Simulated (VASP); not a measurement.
# SiC (pbesol) (Fm-3m) in VASP: further runs

The runs below take SiC (pbesol) through relaxation of cell and atoms, with PBEsol.

Everything below comes from runs of VASP 6.6.1. Logs are shortened: lines on timing, memory, paths and dates and some standing lists are left out, and cuts for length are marked.

### Step 1. The cell of the first run

The structure is cubic, space group Fm-3m (No. 225). Conventional cell: a = 3.687 Å, b = 3.687 Å, c = 3.687 Å, α = 90.00°, β = 90.00°, γ = 90.00°. C (site symmetry m-3m) has 6 Si at 1.84 Å within 2.4 Å. Within 2.4 Å of Si (site symmetry m-3m) lie 6 C at 1.84 Å.

### Step 2. Relaxation of cell and atoms, PBEsol, target pressure 125 GPa, at which the enthalpy is minimised

Contents of INCAR:

```
ALGO     = Normal         # electronic algorithm
EDIFF    = 1E-7           # SCF threshold, eV
EDIFFG   = -0.004         # ionic threshold
ENCUT    = 600            # plane-wave cutoff, eV
GGA      = PS             # functional
GGA_COMPAT= F            
IBRION   = 2              # ionic algorithm
ISIF     = 3              # what is computed and relaxed
ISMEAR   = 0              # smearing method
LASPH    = T              # aspherical terms in the spheres
LCHARG   = F              # write CHGCAR
LREAL    = F              # projectors in reciprocal space
LWAVE    = F              # write WAVECAR
NELM     = 120            # most SCF steps
NELMIN   = 4            
NSW      = 70             # ionic steps
PREC     = Accurate       # precision mode
PSTRESS  = 1250.0       
SIGMA    = 0.02           # smearing width, eV
```

Contents of KPOINTS:

```
k-points
0
Gamma
  16 16 16
```

Contents of POSCAR:

```
SiC
1.0
    0.0000000000      1.8436272668      1.8436272668
    1.8436272668      0.0000000000      1.8436272668
    1.8436272668      1.8436272668      0.0000000000
C Si
1 1
Direct
    0.0000000000      0.0000000000      0.0000000000
    0.5000000000      0.5000000000      0.5000000000
```

Potentials or basis: VASP PAW PBE potentials, release 64 (C, Si).

Command:

```console
$ cat potpaw_PBE.64/C/POTCAR potpaw_PBE.64/Si/POTCAR > POTCAR
$ mpirun -np 1 vasp_std > vasp.out
```

OUTCAR:

```text
EDIFF = 1E-7
   EDIFFG = -0.004
   ENCUT = 600
   GGA = PS
   IBRION = 2
   ISIF = 3
   ISMEAR = 0
   LASPH = T
   LREAL = F
   NELM = 120
   NELMIN = 4
   NSW = 70
   PREC = Accurate
   PSTRESS = 1250.0

 ion  position               nearest neighbor table
   1  0.000  0.000  0.000-   2 1.84   2 1.84   2 1.84   2 1.84   2 1.84   2 1.84
   2  0.500  0.500  0.500-   1 1.84   1 1.84   1 1.84   1 1.84   1 1.84   1 1.84

  LATTYP: Found a face centered cubic cell.
 ALAT       =     3.6872545336

  Lattice vectors:

 A1 = (   0.0000000000,   1.8436272668,   1.8436272668)
 A2 = (   1.8436272668,   0.0000000000,   1.8436272668)
 A3 = (   1.8436272668,   1.8436272668,   0.0000000000)

Analysis of symmetry for initial positions (statically):
=====================================================================
 Subroutine PRICEL returns:
 Original cell was already a primitive cell.

 Routine SETGRP: Setting up the symmetry group for a
 face centered cubic supercell.

 Subroutine GETGRP returns: Found 48 space group operations
 (whereof 48 operations were pure point group operations)
 out of a pool of 48 trial point group operations.

The static configuration has the point symmetry O_h .

Analysis of symmetry for dynamics (positions and initial velocities):
=====================================================================
 Subroutine PRICEL returns:
 Original cell was already a primitive cell.

 Routine SETGRP: Setting up the symmetry group for a
 face centered cubic supercell.

 Subroutine GETGRP returns: Found 48 space group operations
 (whereof 48 operations were pure point group operations)
 out of a pool of 48 trial point group operations.

The dynamic configuration has the point symmetry O_h .

 Subroutine INISYM returns: Found 48 space group operations
 (whereof 48 operations are pure point group operations),
 and found     1 'primitive' translations

----------------------------------------------------------------------------------------

                                     Primitive cell

  volume of cell :      12.5328

  direct lattice vectors                    reciprocal lattice vectors
     0.000000000  1.843627267  1.843627267    -0.271204494  0.271204494  0.271204494
     1.843627267  0.000000000  1.843627267     0.271204494 -0.271204494  0.271204494
     1.843627267  1.843627267  0.000000000     0.271204494  0.271204494 -0.271204494

  length of vectors
     2.607282685  2.607282685  2.607282685     0.469739963  0.469739963  0.469739963

  position of ions in fractional coordinates (direct lattice)
     0.000000000  0.000000000  0.000000000
     0.500000000  0.500000000  0.500000000

  ion indices of the primitive-cell ions
   primitive index   ion index
                 1           1
                 2           2

----------------------------------------------------------------------------------------

 KPOINTS: k-points

Automatic generation of k-mesh.
 Grid dimensions read from file:
 generate k-points for:   16   16   16

 Generating k-lattice:

  Cartesian coordinates                     Fractional coordinates (reciprocal lattice)
    -0.016950281  0.016950281  0.016950281     0.062500000  0.000000000  0.000000000
     0.016950281 -0.016950281  0.016950281     0.000000000  0.062500000  0.000000000
     0.016950281  0.016950281 -0.016950281     0.000000000  0.000000000  0.062500000

  Length of vectors
     0.029358748  0.029358748  0.029358748

  Shift w.r.t. Gamma in fractional coordinates (k-lattice)
     0.000000000  0.000000000  0.000000000

 Subroutine IBZKPT returns following result:
 ===========================================

 Found    145 irreducible k-points:

 Following reciprocal coordinates:
            Coordinates               Weight
  0.000000  0.000000  0.000000      1.000000
  0.062500  0.000000  0.000000      8.000000
  0.125000  0.000000  0.000000      8.000000
  0.187500  0.000000  0.000000      8.000000
  0.250000  0.000000  0.000000      8.000000
  0.312500  0.000000  0.000000      8.000000
[... 16 lines left out ...]
 -0.125000  0.062500  0.000000     24.000000
 -0.062500  0.062500  0.000000     12.000000
 [... further k-points ...]
   k-points           NKPTS =    145   k-points in BZ     NKDIM =    145   number of bands    NBANDS=      8
   number of dos      NEDOS =    301   number of ions     NIONS =      2
   total plane-waves  NPLWV =  13824
   dimension x,y,z NGX =    24 NGY =   24 NGZ =   24
   dimension x,y,z NGXF=    48 NGYF=   48 NGZF=   48
   ions per type =               1   1
   NGX,Y,Z   is equivalent  to a cutoff of  15.30, 15.30, 15.30 a.u.
   NGXF,Y,Z  is equivalent  to a cutoff of  30.61, 30.61, 30.61 a.u.
 SYSTEM =  unknown system
   PREC   = accura    normal or accurate (medium, high low for compatibility)
   ISTART =      0    job   : 0-new  1-cont  2-samecut
   ICHARG =      2    charge: 1-file 2-atom 10-const
   ISPIN  =      1    spin polarized calculation?
   LNONCOLLINEAR =      F non collinear calculations
   LSORBIT =      F    spin-orbit coupling
   LASPH  =      T    aspherical Exc in radial PAW
   ENCUT  =  600.0 eV  44.10 Ry    6.64 a.u.   5.21  5.21  5.21*2*pi/ulx,y,z
   NELM   =    120;   NELMIN=  4; NELMDL= -5     # of ELM steps
   EDIFF  = 0.1E-06   stopping-criterion for ELM
   LREAL  =      F    real-space projection
   EDIFFG = -.4E-02   stopping-criterion for IOM
   NSW    =     70    number of steps for IOM
   IBRION =      2    ionic relax: 0-MD 1-quasi-New 2-CG
   NFREE  =      1    steps in history (QN), initial steepest desc. (CG)
   ISIF   =      3    stress and relaxation
   ISYM   =      2    0-nonsym 1-usesym 2-fastsym
   POTIM  = 0.5000    time-step for ionic-motion
   TEBEG  =    0.0;   TEEND  =   0.0 temperature during run
   PSTRESS= 1250.0 pullay stress
   NELECT =       8.0000    total number of electrons
   NUPDOWN=      -1.0000    fix difference up-down
   EMIN   =  10.00;   EMAX   =-10.00  energy-range for DOS
   EFERMI =   0.00;   METHOD = LEGACY
   ISMEAR =     0;   SIGMA  =   0.02  broadening in eV -4-tet -1-fermi 0-gaus
   EFERMI_NEDOS =   21; number of points for ismear=-14 and -15
   IALGO  =     38    algorithm
   IMIX   =      4    mixing-type and parameters
     AMIX     =   0.40;   BMIX     =  1.00
     AMIX_MAG =   1.60;   BMIX_MAG =  1.00
  volume/ion in A,a.u.               =       6.27        42.29
  Fermi-wavevector in a.u.,A,eV,Ry     =   1.409576  2.663712 27.033461  1.986903
  Thomas-Fermi vector in A             =   2.531617
   LORBIT       =      0    0 simple, 1 ext, 2 COOP (PROOUT), +10 PAW based schemes
   GGA     = PS    functional components
   LHFCALC =     F    Hartree Fock is set to
   AEXX    =    0.0000 exact exchange contribution
   IVDW    =     0    specifies the selected vdW correction
   LEPSILON=     F    determine dielectric tensor
   LRPA    =     F    only Hartree local field effects (RPA)
 conjugate gradient relaxation of ions
 non-spin polarized calculation
 Gauss-broadening in eV      SIGMA  =   0.02
  energy-cutoff  :      600.00
  volume of cell :       12.53
 maximum number of plane-waves:       444
 NGX is ok and might be reduce to    24
   NGX = 11   NGY = 11   NGZ = 11

--------------------------------------- Ionic step        1  -------------------------------------------

 number of electron       8.0000000 magnetization

 Free energy of the ion-electron system (eV)
  ---------------------------------------------------
  ext. energy  EPLUGINS =         0.00000000
  ---------------------------------------------------
  free energy    TOTEN  =       -13.39043030 eV

  energy without entropy =      -13.39043030  energy(sigma->0) =      -13.39043030

------------------------ aborting loop because EDIFF is reached ----------------------------------------

  FORCE on cell =-STRESS in cart. coord.  units (eV):
  Direction    XX          YY          ZZ          XY          YZ          ZX
  --------------------------------------------------------------------------------------
  -------------------------------------------------------------------------------------
  Total        9.8425727      9.8425727      9.8425727     -0.0000000      0.0000000     -0.0000000
  in kB     1258.2584367   1258.2584367   1258.2584367     -0.0000000      0.0000000     -0.0000000
  external PRESSURE =       8.2584367 kB  Pullay stress =    1250.0000000 kB

 VOLUME and BASIS-vectors are now :
 -----------------------------------------------------------------------------
  energy-cutoff  :      600.00
  volume of cell :       12.53
      direct lattice vectors                 reciprocal lattice vectors
     0.000000000  1.843627267  1.843627267    -0.271204494  0.271204494  0.271204494
     1.843627267  0.000000000  1.843627267     0.271204494 -0.271204494  0.271204494
     1.843627267  1.843627267  0.000000000     0.271204494  0.271204494 -0.271204494
[... 46 lines left out ...]
  FREE ENERGIE OF THE ION-ELECTRON SYSTEM (eV)
  ---------------------------------------------------
  free  energy   TOTEN  =       -13.4358973033 eV

  energy  without entropy=      -13.4358973033  energy(sigma->0) =      -13.43589730

  enthalpy is  TOTEN    =        -3.6121442832 eV   P V=        9.8237530201

--------------------------------------- Ionic step        3  -------------------------------------------

 number of electron       8.0000000 magnetization

 Free energy of the ion-electron system (eV)
  ---------------------------------------------------
  ext. energy  EPLUGINS =         0.00000000
  ---------------------------------------------------
  free energy    TOTEN  =       -13.40156630 eV

  energy without entropy =      -13.40156630  energy(sigma->0) =      -13.40156630

 E-fermi :  17.3139     XC(G=0): -14.0859

 val. band max:       17.1553087278   @ k =   0.0000   0.0000   0.0000
 cond. band min:      18.1067458638   @ k =   0.5000   0.5000   0.0000
 fundamental gap:      0.9514371360
 Fermi energy:        17.3138677282

 k-point     1 :       0.0000    0.0000    0.0000
  band No.  band energies     occupation
      1      -4.8966      2.00000
      2      17.1553      2.00000
      3      17.1553      2.00000
      4      17.1553      2.00000
      5      26.0539      0.00000
      6      26.0539      0.00000
      7      26.0539      0.00000
      8      30.3358      0.00000

 k-point     2 :       0.0625    0.0000    0.0000
  band No.  band energies     occupation
      1      -4.7824      2.00000
      2      16.5211      2.00000
      3      17.0429      2.00000
      4      17.0429      2.00000
      5      25.8999      0.00000
      6      26.2978      0.00000
      7      26.2978      0.00000
      8      30.5127      0.00000
[... 221 lines left out ...]
 k-point    23 :      -0.1250    0.0625    0.0000
  band No.  band energies     occupation
      1      -4.1756      2.00000
      2      14.2568      2.00000
      3      15.6700      2.00000
      4      16.9813      2.00000
      5      25.4417      0.00000
      6      26.7676      0.00000
      7      27.3934      0.00000
      8      28.1546      0.00000

 k-point    24 :      -0.0625    0.0625    0.0000
  band No.  band energies     occupation
      1      -4.5924      2.00000
      2      15.9054      2.00000
      3      16.2762      2.00000
      4      17.1321      2.00000
      5      25.5867      0.00000
      6      26.3884      0.00000
      7      27.0597      0.00000
      8      29.3616      0.00000

 [... further k-points ...]

------------------------ aborting loop because EDIFF is reached ----------------------------------------

  FORCE on cell =-STRESS in cart. coord.  units (eV):
  Direction    XX          YY          ZZ          XY          YZ          ZX
  --------------------------------------------------------------------------------------
  -------------------------------------------------------------------------------------
  Total        9.7899747      9.7899747      9.7899747      0.0000000      0.0000000      0.0000000
  in kB     1250.1152511   1250.1152511   1250.1152511      0.0000000      0.0000000      0.0000000
  external PRESSURE =       0.1152511 kB  Pullay stress =    1250.0000000 kB

 VOLUME and BASIS-vectors are now :
 -----------------------------------------------------------------------------
  energy-cutoff  :      600.00
  volume of cell :       12.55
      direct lattice vectors                 reciprocal lattice vectors
     0.000000000  1.844324635  1.844324635    -0.271101947  0.271101947  0.271101947
     1.844324635  0.000000000  1.844324635     0.271101947 -0.271101947  0.271101947
     1.844324635  1.844324635 -0.000000000     0.271101947  0.271101947 -0.271101947

 POSITION                                       TOTAL-FORCE (eV/Angst)
 -----------------------------------------------------------------------------------
      0.00000      0.00000      0.00000         0.000000      0.000000      0.000000
      1.84432      1.84432      1.84432        -0.000000     -0.000000     -0.000000
 -----------------------------------------------------------------------------------
    total drift:                                0.000000     -0.000000     -0.000000

  FREE ENERGIE OF THE ION-ELECTRON SYSTEM (eV)
  ---------------------------------------------------
  free  energy   TOTEN  =       -13.4015662961 eV

  energy  without entropy=      -13.4015662961  energy(sigma->0) =      -13.40156630

  enthalpy is  TOTEN    =        -3.6124941864 eV   P V=        9.7890721096

 reached required accuracy - stopping structural energy minimisation
```

Wall time 19 s (1 thread of Intel Xeon 6975P-C, shared host); peak memory 0.15 GiB.

Results:

- Free energy: -13.4016 eV
- Relaxed volume: 6.27 Å³/atom
- Relaxed cell: a = 2.608 Å, b = 2.608 Å, c = 2.608 Å, α = 60.00°, β = 60.00°, γ = 60.00°
- Space group after relaxing (to 0.05 Å): Fm-3m (No. 225)
- Energy change on relaxing (the enthalpy is what falls): -5.6 meV/atom
- Ionic steps: 3
- Pressure after relaxing: 125.0 GPa
- Band gap on the k mesh: 0.95 eV, indirect (least direct gap 6.49 eV)

The path:
```
step  energy change (eV)  largest force (eV/Å)  pressure (GPa)  volume (Å³)
   1              0.0000                0.0000          125.83        12.53
   2             -0.0455                0.0000          122.50        12.59
   3             -0.0111                0.0000          125.01        12.55
```

Final structure:
```
CELL_PARAMETERS angstrom
0.00000 1.84432 1.84432
1.84432 0.00000 1.84432
1.84432 1.84432 0.00000
ATOMIC_POSITIONS crystal
C 0.00000 0.00000 0.00000
Si 0.50000 0.50000 0.50000
```

Levels at points of the mesh, in eV from the valence-band top:
| k point | band 2 | band 3 | band 4 | band 5 | band 6 | band 7 |
| --- | --- | --- | --- | --- | --- | --- |
| (0.00, 0.00, 0.00) | 0.00 | 0.00 | 0.00 | 8.90 | 8.90 | 8.90 |
| (0.50, 0.00, 0.00) | -14.07 | -1.94 | -1.94 | 6.65 | 6.65 | 7.70 |
| (0.50, 0.50, 0.00) | -12.65 | -5.54 | -5.54 | 0.95 | 1.19 | 19.04 |

Caveat: the cell is relaxed towards a set pressure, so the enthalpy falls and the energy may rise; the PAW data sets were made with another functional, which shifts forces and pressure a little. PBEsol gaps usually lie below the measured ones, often by a third to a half.

### Step 3. Relaxation of cell and atoms, PBEsol, target pressure 75 GPa, at which the enthalpy is minimised

Contents of INCAR:

```
SYSTEM = SiC
PREC = Accurate
ENCUT = 600
EDIFF = 1E-7
ISMEAR = 0
SIGMA = 0.02
LREAL = .False.
LASPH = .True.
NELM = 120
ALGO = Normal
ISIF = 3
LWAVE = .False.
LCHARG = .False.
GGA = PS
IBRION = 2
NSW = 70
EDIFFG = -0.004
PSTRESS = 750.0
GGA_COMPAT = .False.
NELMIN = 4
```

Contents of KPOINTS:

```
regular mesh
0
Gamma
  16 16 16
  0 0 0
```

POSCAR is that of step 2.

Potentials or basis: VASP PAW PBE potentials, release 64 (C, Si).

Command:

```console
$ cat potpaw_PBE.64/C/POTCAR potpaw_PBE.64/Si/POTCAR > POTCAR
$ mpirun -np 1 vasp_std > vasp.out
```

It took 82 s on 1 thread of Intel Xeon 6975P-C, shared host; peak memory 0.15 GiB.

Results (log left out):

| Property | Result |
| --- | --- |
| Free energy | -14.0384 eV |
| Relaxed volume | 6.79 Å³/atom |
| Relaxed cell | a = 2.678 Å, b = 2.678 Å, c = 2.678 Å, α = 60.00°, β = 60.00°, γ = 60.00° |
| Space group after relaxing (to 0.05 Å) | Fm-3m (No. 225) |
| Energy change on relaxing (the enthalpy is what falls) | -324.0 meV/atom |
| Ionic steps | 16 |
| Pressure after relaxing | 74.9 GPa |
| Band gap on the k mesh | 0.51 eV, indirect (least direct gap 5.70 eV) |

The path:
| step | energy change (eV) | largest force (eV/Å) | pressure (GPa) | volume (Å³) |
| --- | --- | --- | --- | --- |
| 1 | 0.0000 | 0.0000 | 125.83 | 12.53 |
| 2 | -1.2096 | 0.0000 | -0.66 | 16.50 |
| 3 | -0.6803 | 0.0000 | 72.09 | 13.65 |
| 4 | -0.6494 | 0.0000 | 74.81 | 13.59 |
| 5 | -0.6392 | 0.0000 | 75.69 | 13.56 |
| 6 | -0.6396 | 0.0000 | 75.66 | 13.56 |
| 7 | -0.6406 | 0.0000 | 75.57 | 13.57 |
| 8 | -0.6406 | 0.0000 | 75.57 | 13.57 |
| 9 | -0.6406 | 0.0000 | 75.57 | 13.57 |
| 10 | -0.6407 | 0.0000 | 75.57 | 13.57 |
| 11 | -0.6408 | 0.0000 | 75.56 | 13.57 |
| 12 | -0.6410 | 0.0000 | 75.54 | 13.57 |
| 13 | -0.6415 | 0.0000 | 75.50 | 13.57 |
| 14 | -0.6424 | 0.0000 | 75.41 | 13.57 |
| 15 | -0.6443 | 0.0000 | 75.25 | 13.57 |
| 16 | -0.6480 | 0.0000 | 74.93 | 13.58 |

Final structure:
```
C Si
1.0
     0.00000    1.89372    1.89372
     1.89372    0.00000    1.89372
     1.89372    1.89372    0.00000
C Si
1 1
Direct
  0.00000 0.00000 0.00000
  0.50000 0.50000 0.50000
```

Levels at points of the mesh, in eV from the valence-band top:
| k point | band 2 | band 3 | band 4 | band 5 | band 6 | band 7 |
| --- | --- | --- | --- | --- | --- | --- |
| (0.00, 0.00, 0.00) | 0.00 | 0.00 | 0.00 | 8.89 | 8.89 | 8.89 |
| (0.50, 0.00, 0.00) | -13.32 | -1.66 | -1.66 | 6.19 | 6.19 | 7.16 |
| (0.50, 0.50, 0.00) | -11.82 | -5.18 | -5.18 | 0.51 | 1.40 | 17.84 |

Caveat: the cell is relaxed towards a set pressure, so the enthalpy falls and the energy may rise; the PAW data sets were made with another functional, which shifts forces and pressure a little. A k mesh can miss the band edges.

(Part 1 of 2 ends here.)
